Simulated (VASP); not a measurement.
# CoPtO2 (R-3m) in VASP: settings compared, part 2 of 2

VASP 6.6.1.

## (3) Single point, LDA, non-collinear spin, typed start, spin-orbit coupling

INCAR reads:

```
SYSTEM = CoPtO2
PREC     = Accurate       ! precision mode
ENCUT    = 520            ! plane-wave cutoff, eV
EDIFF    = 1E-6           ! SCF threshold, eV
ISMEAR   = -1             ! smearing method
SIGMA    = 0.05           ! smearing width, eV
LREAL    = .False.        ! projectors in reciprocal space
LASPH    = .True.         ! aspherical terms in the spheres
NELM     = 150            ! most SCF steps
ALGO     = Normal         ! electronic algorithm
ISIF     = 2              ! what is computed and relaxed
LWAVE    = .False.        ! write WAVECAR
LCHARG   = .True.         ! write CHGCAR
MAGMOM   = 0 0 0 1.155 1.155 1.155 0 0 0 0 0 0 ! initial moments
LORBIT   = 11             ! projections on sites
LSORBIT  = .True.         ! spin-orbit coupling
GGA_COMPAT= .False.      
LORBMOM  = .True.       
LMAXMIX  = 4              ! l up to which the mixer works
LVHAR    = .True.       
NBANDS   = 45             ! bands
```

KPOINTS reads:

```
Automatic mesh
0
Gamma
  8 8 8
  0 0 0
```

POSCAR reads:

```
CoPtO2
1.0
    1.4122699173      0.8153744169      5.9393891094
   -1.4122699173      0.8153744169      5.9393891094
    0.0000000000     -1.6307488338      5.9393891094
Pt Co O
1 1 2
Direct
    0.0000000000      0.0000000000      0.0000000000
    0.5000000000      0.5000000000      0.5000000000
    0.1122440300      0.1122440300      0.1122440300
    0.8877559700      0.8877559700      0.8877559700
```

Potentials or basis: VASP PAW LDA potentials, release 64 (Pt, Co, O).

Command:

```sh
$ cat potpaw_LDA.64/Pt/POTCAR potpaw_LDA.64/Co/POTCAR potpaw_LDA.64/O/POTCAR > POTCAR
$ mpirun -np 1 vasp_ncl > vasp.out
```

OUTCAR:

```text
SYSTEM = CoPtO2
   PREC = Accurate
   ENCUT = 520
   EDIFF = 1E-6
   ISMEAR = -1
   LREAL = .False.
   LASPH = .True.
   NELM = 150
   ISIF = 2
   LORBIT = 11
   LSORBIT = .True.

 ion  position               nearest neighbor table
   1  0.000  0.000  0.000-   3 2.00   4 2.00
   2  0.500  0.500  0.500-   3 1.90   4 1.90   3 1.90   3 1.90   4 1.90   4 1.90
   3  0.112  0.112  0.112-   2 1.90   2 1.90   2 1.90   1 2.00
   4  0.888  0.888  0.888-   2 1.90   2 1.90   2 1.90   1 2.00

  LATTYP: Found a trigonal (rhomboedric) cell.
 ALAT       =     6.1591951383
 COS(alpha) =     0.8948480128

  Lattice vectors:

 A1 = (   1.4122699173,   0.8153744169,   5.9393891094)
 A2 = (  -1.4122699173,   0.8153744169,   5.9393891094)
 A3 = (   0.0000000000,  -1.6307488338,   5.9393891094)

Analysis of symmetry for initial positions (statically):
=====================================================================
 Subroutine PRICEL returns:
 Original cell was already a primitive cell.

 Routine SETGRP: Setting up the symmetry group for a
 trigonal (rhombohedral) supercell.

 Subroutine GETGRP returns: Found 12 space group operations
 (whereof 12 operations were pure point group operations)
 out of a pool of 12 trial point group operations.

The static configuration has the point symmetry D_3d.

Analysis of symmetry for dynamics (positions and initial velocities):
=====================================================================
 Subroutine PRICEL returns:
 Original cell was already a primitive cell.

 Routine SETGRP: Setting up the symmetry group for a
 trigonal (rhombohedral) supercell.

 Subroutine GETGRP returns: Found 12 space group operations
 (whereof 12 operations were pure point group operations)
 out of a pool of 12 trial point group operations.

The dynamic configuration has the point symmetry D_3d.

Analysis of structural, dynamic, and magnetic symmetry:
=====================================================================
 Subroutine PRICEL returns:
 Original cell was already a primitive cell.

 Routine SETGRP: Setting up the symmetry group for a
 trigonal (rhombohedral) supercell.

 Subroutine GETGRP returns: Found  2 space group operations
[... 1324 lines left out ...]
 ----------------------------------------
           -0.000   0.000   0.000

 orbital moment (z)

 # of ion     p       d       tot
 ----------------------------------------
  1         0.000   0.000   0.000
  2         0.000  -0.000  -0.000
  3         0.000   0.000   0.000
  4         0.000   0.000   0.000
 ----------------------------------------
            0.000   0.000   0.000

 Spin-Orbit-Coupling matrix elements

 Ion:    1  E_soc:     -0.7577910
 l=   1
     0.0000000    -0.0290833    -0.0282649
    -0.0290833     0.0000000    -0.0290833
    -0.0282649    -0.0290833     0.0000000
 l=   2
     0.0000000    -0.0158160     0.0000000    -0.0158160    -0.0633751
    -0.0158160     0.0000000    -0.0767347    -0.0123557    -0.0158160
     0.0000000    -0.0767347     0.0000000    -0.0767347     0.0000000
    -0.0158160    -0.0123557    -0.0767347     0.0000000    -0.0158160
    -0.0633751    -0.0158160     0.0000000    -0.0158160     0.0000000
 l=   3
     0.0000000     0.0000000     0.0000000     0.0000000     0.0000000     0.0000000     0.0000000
     0.0000000     0.0000000     0.0000000     0.0000000     0.0000000     0.0000000     0.0000000
     0.0000000     0.0000000     0.0000000     0.0000000     0.0000000     0.0000000     0.0000000
     0.0000000     0.0000000     0.0000000     0.0000000     0.0000000     0.0000000     0.0000000
[... 49 lines left out ...]
 l=   2
     0.0000000     0.0000000     0.0000000     0.0000000     0.0000000
     0.0000000     0.0000000     0.0000000     0.0000000     0.0000000
     0.0000000     0.0000000     0.0000000     0.0000000     0.0000000
     0.0000000     0.0000000     0.0000000     0.0000000     0.0000000
     0.0000000     0.0000000     0.0000000     0.0000000     0.0000000
 l=   3
     0.0000000     0.0000000     0.0000000     0.0000000     0.0000000     0.0000000     0.0000000
     0.0000000     0.0000000     0.0000000     0.0000000     0.0000000     0.0000000     0.0000000
     0.0000000     0.0000000     0.0000000     0.0000000     0.0000000     0.0000000     0.0000000
     0.0000000     0.0000000     0.0000000     0.0000000     0.0000000     0.0000000     0.0000000
     0.0000000     0.0000000     0.0000000     0.0000000     0.0000000     0.0000000     0.0000000
     0.0000000     0.0000000     0.0000000     0.0000000     0.0000000     0.0000000     0.0000000
     0.0000000     0.0000000     0.0000000     0.0000000     0.0000000     0.0000000     0.0000000

 total charge

# of ion       s       p       d       tot
------------------------------------------
    1        0.659   0.596   7.969   9.225
    2        0.436   0.674   7.387   8.498
    3        1.544   3.433   0.000   4.977
    4        1.544   3.433   0.000   4.977
--------------------------------------------------
tot          4.184   8.136  15.357  27.676

 magnetization (x)

# of ion       s       p       d       tot
------------------------------------------
    1        0.000   0.000   0.000   0.000
    2       -0.000   0.000  -0.000  -0.000
    3       -0.000  -0.000   0.000  -0.000
    4       -0.000  -0.000   0.000  -0.000
--------------------------------------------------
tot          0.000   0.000   0.000   0.000

 magnetization (y)

# of ion       s       p       d       tot
------------------------------------------
    1        0.000   0.000   0.000   0.000
    2       -0.000   0.000  -0.000  -0.000
    3       -0.000  -0.000   0.000  -0.000
    4       -0.000  -0.000   0.000  -0.000
--------------------------------------------------
tot          0.000   0.000   0.000   0.000

 magnetization (z)

# of ion       s       p       d       tot
------------------------------------------
    1        0.000   0.000   0.000   0.000
    2       -0.000   0.000  -0.000  -0.000
    3       -0.000  -0.000   0.000  -0.000
    4       -0.000  -0.000   0.000  -0.000
--------------------------------------------------
tot          0.000   0.000   0.000   0.000
```

OSZICAR:

```text
N       E                     dE             d eps       ncg     rms          rms(c)
DAV:   1     0.313130793179E+03    0.31313E+03   -0.14488E+04 23504   0.157E+03
DAV:   2     0.178839234787E+01   -0.31134E+03   -0.28224E+03 24872   0.408E+02
DAV:   3    -0.346964383254E+02   -0.36485E+02   -0.34197E+02 25916   0.153E+02
DAV:   4    -0.359079303755E+02   -0.12115E+01   -0.11976E+01 27867   0.293E+01
DAV:   5    -0.359365118308E+02   -0.28581E-01   -0.28549E-01 27743   0.455E+00    0.312E+01
DAV:   6    -0.415785339695E+02   -0.56420E+01   -0.50751E+01 30811   0.119E+02    0.492E+01
DAV:   7    -0.319546009993E+02    0.96239E+01   -0.23562E+01 30739   0.119E+02    0.145E+01
DAV:   8    -0.313548978265E+02    0.59970E+00   -0.50838E+00 34237   0.300E+01    0.841E+00
DAV:   9    -0.312336604862E+02    0.12124E+00   -0.85740E-01 29377   0.112E+01    0.280E+00
DAV:  10    -0.312312003411E+02    0.24601E-02   -0.63850E-02 29207   0.268E+00    0.116E+00
DAV:  11    -0.312297890735E+02    0.14113E-02   -0.15048E-02 32210   0.121E+00    0.625E-01
DAV:  12    -0.312290673170E+02    0.72176E-03   -0.11418E-03 31467   0.440E-01    0.408E-01
DAV:  13    -0.312286893405E+02    0.37798E-03   -0.25508E-04 33015   0.210E-01    0.304E-01
DAV:  14    -0.312284218039E+02    0.26754E-03   -0.12621E-04 35039   0.214E-01    0.173E-01
DAV:  15    -0.312283051785E+02    0.11663E-03   -0.14559E-04 36066   0.217E-01    0.490E-02
DAV:  16    -0.312283002883E+02    0.48902E-05   -0.26417E-05 31973   0.444E-02    0.338E-02
DAV:  17    -0.312282958809E+02    0.44074E-05   -0.23349E-06 22742   0.304E-02    0.161E-02
DAV:  18    -0.312282949040E+02    0.97689E-06   -0.47710E-06 32432   0.331E-02
   1 F= -.31228295E+02 E0= -.31223090E+02  d E =-.104095E-01  mag=     0.0001     0.0001     0.0000
```

stdout:

```text
POSCAR found type information on POSCAR PtCoO
 POSCAR found :  3 types and       4 ions
 scaLAPACK will be used
 LDA part: xc-table for (Slater(with rela. corr.)+CA(PZ))
 , standard interpolation
 POSCAR, INCAR and KPOINTS ok, starting setup
 FFT: planning ... GRIDC
 FFT: planning ... GRID_SOFT
 FFT: planning ... GRID
 WAVECAR not read
 entering main loop
```

Wall time 1.8 h (1 thread of Intel Xeon Platinum 8375C at 2.90GHz (Ice Lake), shared host); peak memory 1 GiB.

What came out:

- Free energy: -31.2283 eV
- Pressure: -11.0 GPa
- Largest force: 0.129 eV/Å
- Net moment: 0.00 μB per cell
- Valence electrons inside the program's atomic spheres: Pt 9.22; Co 8.50; O 4.98

Forces in eV/Å, atoms in the order of the input:
```
Pt   0.000  0.000  0.000
Co   0.000  0.000  0.000
O    0.000  0.000  0.129
O    0.000  0.000 -0.129
```

Moments on the atoms (μB; x, y, z):
```
Pt  0.00 0.00 0.00
Co  0.00 0.00 0.00
O   0.00 0.00 0.00
O   0.00 0.00 0.00
```

Caveat: the cell stands under tension.
